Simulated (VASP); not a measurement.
# TaSi2 (Pn-3m) in VASP: relaxation of cell and atoms with PBE

Aim: the relaxation of cell and atoms of TaSi2 with PBE.

All numbers are computed with VASP 6.6.1; they aren't measurements. Logs are shortened: lines on timing, memory, paths and dates and some standing lists are left out, and cuts for length are marked.

**1. The cell of the first run**

It takes space group Pn-3m (No. 224, cubic). Conventional cell: a = 5.645 Å, b = 5.645 Å, c = 5.645 Å, α = 90.00°, β = 90.00°, γ = 90.00°. Within 3.2 Å of Ta (site symmetry -43m) lie 4 Si at 2.44 Å. Within 3.2 Å of Si (site symmetry -3m) lie 2 Ta at 2.44 Å.

**2. Relaxation of cell and atoms, PBE**

INCAR reads:

```
ALGO = Normal
EDIFF = 1E-6
EDIFFG = -0.01
ENCUT = 600
GGA = PE
IBRION = 2
ISIF = 3
ISMEAR = 0
LASPH = T
LCHARG = F
LREAL = F
LWAVE = F
NELM = 80
NSW = 100
PREC = Accurate
SIGMA = 0.1
```

KPOINTS reads:

```
k-points
0
Gamma
  8 8 8
```

POSCAR reads:

```
TaSi2
1.0
    5.6454013816      0.0000000000      0.0000000000
    0.0000000000      5.6454013816      0.0000000000
    0.0000000000      0.0000000000      5.6454013816
Ta Si
2 4
Direct
    0.0000000000      0.0000000000      0.0000000000
    0.5000000000      0.5000000000      0.5000000000
    0.2500000000      0.2500000000      0.2500000000
    0.2500000000      0.7500000000      0.7500000000
    0.7500000000      0.7500000000      0.2500000000
    0.7500000000      0.2500000000      0.7500000000
```

Potentials or basis: VASP PAW PBE potentials, release 64 (Ta_pv, Si).

Run with:

```
$ cat potpaw_PBE.64/Ta_pv/POTCAR potpaw_PBE.64/Si/POTCAR > POTCAR
$ mpirun -np 1 vasp_std > vasp.out
```

OUTCAR:

```text
EDIFF = 1E-6
   EDIFFG = -0.01
   ENCUT = 600
   GGA = PE
   IBRION = 2
   ISIF = 3
   ISMEAR = 0
   LASPH = T
   LREAL = F
   NELM = 80
   NSW = 100
   PREC = Accurate

 ion  position               nearest neighbor table
   1  0.000  0.000  0.000-   3 2.44   4 2.44   5 2.44   6 2.44
   2  0.500  0.500  0.500-   3 2.44   4 2.44   5 2.44   6 2.44
   3  0.250  0.250  0.250-   1 2.44   2 2.44
   4  0.250  0.750  0.750-   1 2.44   2 2.44
   5  0.750  0.750  0.250-   1 2.44   2 2.44
   6  0.750  0.250  0.750-   1 2.44   2 2.44

  LATTYP: Found a simple cubic cell.
 ALAT       =     5.6454013816

  Lattice vectors:

 A1 = (   5.6454013816,   0.0000000000,   0.0000000000)
 A2 = (   0.0000000000,   5.6454013816,   0.0000000000)
 A3 = (   0.0000000000,   0.0000000000,   5.6454013816)

Analysis of symmetry for initial positions (statically):
=====================================================================
 Subroutine PRICEL returns:
 Original cell was already a primitive cell.

 Routine SETGRP: Setting up the symmetry group for a
 simple cubic supercell.

 Subroutine GETGRP returns: Found 48 space group operations
 (whereof 24 operations were pure point group operations)
 out of a pool of 48 trial point group operations.

The static configuration has the point symmetry T_d .
 The point group associated with its full space group is O_h .

Analysis of symmetry for dynamics (positions and initial velocities):
=====================================================================
 Subroutine PRICEL returns:
 Original cell was already a primitive cell.

 Routine SETGRP: Setting up the symmetry group for a
 simple cubic supercell.

 Subroutine GETGRP returns: Found 48 space group operations
 (whereof 24 operations were pure point group operations)
 out of a pool of 48 trial point group operations.

The dynamic configuration has the point symmetry T_d .
 The point group associated with its full space group is O_h .

 Subroutine INISYM returns: Found 48 space group operations
 (whereof 24 operations are pure point group operations),
 and found     1 'primitive' translations

----------------------------------------------------------------------------------------

                                     Primitive cell

  volume of cell :     179.9221

  direct lattice vectors                    reciprocal lattice vectors
     5.645401382  0.000000000  0.000000000     0.177135323  0.000000000  0.000000000
     0.000000000  5.645401382  0.000000000     0.000000000  0.177135323  0.000000000
     0.000000000  0.000000000  5.645401382     0.000000000  0.000000000  0.177135323

  length of vectors
     5.645401382  5.645401382  5.645401382     0.177135323  0.177135323  0.177135323

  position of ions in fractional coordinates (direct lattice)
     0.000000000  0.000000000  0.000000000
     0.500000000  0.500000000  0.500000000
     0.250000000  0.250000000  0.250000000
     0.250000000  0.750000000  0.750000000
     0.750000000  0.750000000  0.250000000
     0.750000000  0.250000000  0.750000000

  ion indices of the primitive-cell ions
   primitive index   ion index
                 1           1
                 2           2
                 3           3
                 4           4
                 5           5
                 6           6

----------------------------------------------------------------------------------------

 KPOINTS: k-points

Automatic generation of k-mesh.
 Grid dimensions read from file:
 generate k-points for:    8    8    8

 Generating k-lattice:

  Cartesian coordinates                     Fractional coordinates (reciprocal lattice)
     0.022141915  0.000000000  0.000000000     0.125000000  0.000000000  0.000000000
     0.000000000  0.022141915  0.000000000     0.000000000  0.125000000  0.000000000
     0.000000000  0.000000000  0.022141915     0.000000000  0.000000000  0.125000000

  Length of vectors
     0.022141915  0.022141915  0.022141915

  Shift w.r.t. Gamma in fractional coordinates (k-lattice)
     0.000000000  0.000000000  0.000000000

 Subroutine IBZKPT returns following result:
 ===========================================

 Found     35 irreducible k-points:

 Following reciprocal coordinates:
            Coordinates               Weight
  0.000000  0.000000  0.000000      1.000000
  0.125000  0.000000  0.000000      6.000000
  0.250000  0.000000  0.000000      6.000000
  0.375000  0.000000  0.000000      6.000000
  0.500000  0.000000  0.000000      3.000000
  0.125000  0.125000  0.000000     12.000000
[... 16 lines left out ...]
  0.375000  0.375000  0.125000     24.000000
  0.500000  0.375000  0.125000     24.000000
 [... further k-points ...]
   k-points           NKPTS =     35   k-points in BZ     NKDIM =     35   number of bands    NBANDS=     23
   number of dos      NEDOS =    301   number of ions     NIONS =      6
   total plane-waves  NPLWV = 110592
   dimension x,y,z NGX =    48 NGY =   48 NGZ =   48
   dimension x,y,z NGXF=    96 NGYF=   96 NGZF=   96
   ions per type =               2   4
   NGX,Y,Z   is equivalent  to a cutoff of  14.14, 14.14, 14.14 a.u.
   NGXF,Y,Z  is equivalent  to a cutoff of  28.27, 28.27, 28.27 a.u.
 SYSTEM =  unknown system
   PREC   = accura    normal or accurate (medium, high low for compatibility)
   ISTART =      0    job   : 0-new  1-cont  2-samecut
   ICHARG =      2    charge: 1-file 2-atom 10-const
   ISPIN  =      1    spin polarized calculation?
   LNONCOLLINEAR =      F non collinear calculations
   LSORBIT =      F    spin-orbit coupling
   LASPH  =      T    aspherical Exc in radial PAW
   ENCUT  =  600.0 eV  44.10 Ry    6.64 a.u.  11.28 11.28 11.28*2*pi/ulx,y,z
   NELM   =     80;   NELMIN=  2; NELMDL= -5     # of ELM steps
   EDIFF  = 0.1E-05   stopping-criterion for ELM
   LREAL  =      F    real-space projection
   EDIFFG = -.1E-01   stopping-criterion for IOM
   NSW    =    100    number of steps for IOM
   IBRION =      2    ionic relax: 0-MD 1-quasi-New 2-CG
   NFREE  =      1    steps in history (QN), initial steepest desc. (CG)
   ISIF   =      3    stress and relaxation
   ISYM   =      2    0-nonsym 1-usesym 2-fastsym
   POTIM  = 0.5000    time-step for ionic-motion
   TEBEG  =    0.0;   TEEND  =   0.0 temperature during run
   PSTRESS=    0.0 pullay stress
   NELECT =      38.0000    total number of electrons
   NUPDOWN=      -1.0000    fix difference up-down
   EMIN   =  10.00;   EMAX   =-10.00  energy-range for DOS
   EFERMI =   0.00;   METHOD = LEGACY
   ISMEAR =     0;   SIGMA  =   0.10  broadening in eV -4-tet -1-fermi 0-gaus
   EFERMI_NEDOS =   21; number of points for ismear=-14 and -15
   IALGO  =     38    algorithm
   IMIX   =      4    mixing-type and parameters
     AMIX     =   0.40;   BMIX     =  1.00
     AMIX_MAG =   1.60;   BMIX_MAG =  1.00
  volume/ion in A,a.u.               =      29.99       202.36
  Fermi-wavevector in a.u.,A,eV,Ry     =   0.974932  1.842355 12.932247  0.950493
  Thomas-Fermi vector in A             =   2.105432
   LORBIT       =      0    0 simple, 1 ext, 2 COOP (PROOUT), +10 PAW based schemes
   GGA     = PE    functional components
   LHFCALC =     F    Hartree Fock is set to
   AEXX    =    0.0000 exact exchange contribution
   IVDW    =     0    specifies the selected vdW correction
   LEPSILON=     F    determine dielectric tensor
   LRPA    =     F    only Hartree local field effects (RPA)
 conjugate gradient relaxation of ions
 non-spin polarized calculation
 Gauss-broadening in eV      SIGMA  =   0.10
  energy-cutoff  :      600.00
  volume of cell :      179.92
 maximum number of plane-waves:      6031
 NGX is ok and might be reduce to    48
   NGX = 23   NGY = 23   NGZ = 23

--------------------------------------- Ionic step        1  -------------------------------------------

 number of electron      38.0000004 magnetization

 Free energy of the ion-electron system (eV)
  ---------------------------------------------------
  ext. energy  EPLUGINS =         0.00000000
  ---------------------------------------------------
  free energy    TOTEN  =       -36.82930273 eV

  energy without entropy =      -36.80582625  energy(sigma->0) =      -36.81756449

------------------------ aborting loop because EDIFF is reached ----------------------------------------

  FORCE on cell =-STRESS in cart. coord.  units (eV):
  Direction    XX          YY          ZZ          XY          YZ          ZX
  --------------------------------------------------------------------------------------
  -------------------------------------------------------------------------------------
  Total        0.1256694      0.1256694      0.1256694     -0.0000000      0.0000000     -0.0000000
  in kB        1.1190659      1.1190659      1.1190659     -0.0000000      0.0000000     -0.0000000
  external PRESSURE =       1.1190659 kB  Pullay stress =       0.0000000 kB
[... 65 lines left out ...]
  energy  without entropy=      -36.8058855711  energy(sigma->0) =      -36.81762550

--------------------------------------- Ionic step        3  -------------------------------------------

 number of electron      38.0000003 magnetization

 Free energy of the ion-electron system (eV)
  ---------------------------------------------------
  ext. energy  EPLUGINS =         0.00000000
  ---------------------------------------------------
  free energy    TOTEN  =       -36.82941697 eV

  energy without entropy =      -36.80593800  energy(sigma->0) =      -36.81767749

 E-fermi :   2.0972     XC(G=0):  -8.5619

 val. band max:        2.0950410003   @ k =   0.2500   0.0000   0.0000
 cond. band min:       2.1081902978   @ k =   0.5000   0.1250   0.0000
 fundamental gap:      0.0131492975
 Fermi energy:         2.0971838254

 k-point     1 :       0.0000    0.0000    0.0000
  band No.  band energies     occupation
      1     -31.9415      2.00000
      2     -31.9415      2.00000
      3     -31.9415      2.00000
      4     -31.9368      2.00000
      5     -31.9368      2.00000
      6     -31.9368      2.00000
[... 613 lines left out ...]
     22       2.8162      0.00000
     23       3.1896      0.00000

 [... further k-points ...]

------------------------ aborting loop because EDIFF is reached ----------------------------------------

  FORCE on cell =-STRESS in cart. coord.  units (eV):
  Direction    XX          YY          ZZ          XY          YZ          ZX
  --------------------------------------------------------------------------------------
  -------------------------------------------------------------------------------------
  Total       -0.0016571     -0.0016571     -0.0016571     -0.0000000      0.0000000      0.0000000
  in kB       -0.0147293     -0.0147293     -0.0147293     -0.0000000      0.0000000      0.0000000
  external PRESSURE =      -0.0147293 kB  Pullay stress =       0.0000000 kB
[... 21 lines left out ...]
  FREE ENERGIE OF THE ION-ELECTRON SYSTEM (eV)
  ---------------------------------------------------
  free  energy   TOTEN  =       -36.8294169736 eV

  energy  without entropy=      -36.8059380014  energy(sigma->0) =      -36.81767749

 reached required accuracy - stopping structural energy minimisation
```

Wall time 3.4 min (1 thread of AMD EPYC 9R45 (Zen 5), shared host); peak memory 0.4 GiB.

Results:

```
Free energy                           : -36.8294 eV
Relaxed volume                        : 30.04 Å³/atom
Relaxed cell                          : a = 5.649 Å, b = 5.649 Å, c = 5.649 Å, α = 90.00°, β = 90.00°, γ = 90.00°
Space group after relaxing (to 0.1 Å) : Pn-3m (No. 224)
Energy gained by relaxing             : 0.0 meV/atom
Ionic steps                           : 3
Pressure after relaxing               : 0.0 GPa
Band gap on the k mesh                : zero (bands 19 and 20 overlap by 0.64 eV)
```

The path:
| step | energy change (eV) | largest force (eV/Å) | pressure (GPa) | volume (Å³) |
| --- | --- | --- | --- | --- |
| 1 | 0.0000 | 0.0000 | 0.11 | 179.92 |
| 2 | -0.0001 | 0.0000 | -0.08 | 180.47 |
| 3 | -0.0001 | 0.0000 | 0.00 | 180.25 |

Final structure:
```
Ta Si
1.0
     5.64879    0.00000    0.00000
     0.00000    5.64879    0.00000
     0.00000    0.00000    5.64879
Ta Si
2 4
Direct
  0.00000 0.00000 0.00000
  0.50000 0.50000 0.50000
  0.25000 0.25000 0.25000
  0.25000 0.75000 0.75000
  0.75000 0.75000 0.25000
  0.75000 0.25000 0.75000
```

Levels at points of the mesh, in eV from the Fermi level:
| k point | band 15 | band 16 | band 17 | band 18 | band 19 | band 20 | band 21 | band 22 | band 23 |
| --- | --- | --- | --- | --- | --- | --- | --- | --- | --- |
| (0.00, 0.00, 0.00) | -1.38 | -1.38 | 0.39 | 0.39 | 0.47 | 0.47 | 0.47 | 1.21 | 1.21 |
| (0.50, 0.00, 0.00) | -1.41 | -1.41 | -1.31 | -1.31 | 0.15 | 0.15 | 0.81 | 0.81 | 1.02 |
| (0.50, 0.50, 0.00) | -1.29 | -1.29 | -1.28 | -1.28 | -0.17 | -0.17 | 0.55 | 0.55 | 1.15 |
| (0.50, 0.50, 0.50) | -1.19 | -1.19 | -1.19 | -0.48 | -0.48 | 0.53 | 0.53 | 1.56 | 1.56 |

Caveat: spin-orbit coupling is left out, which moves the levels of the heavy elements.
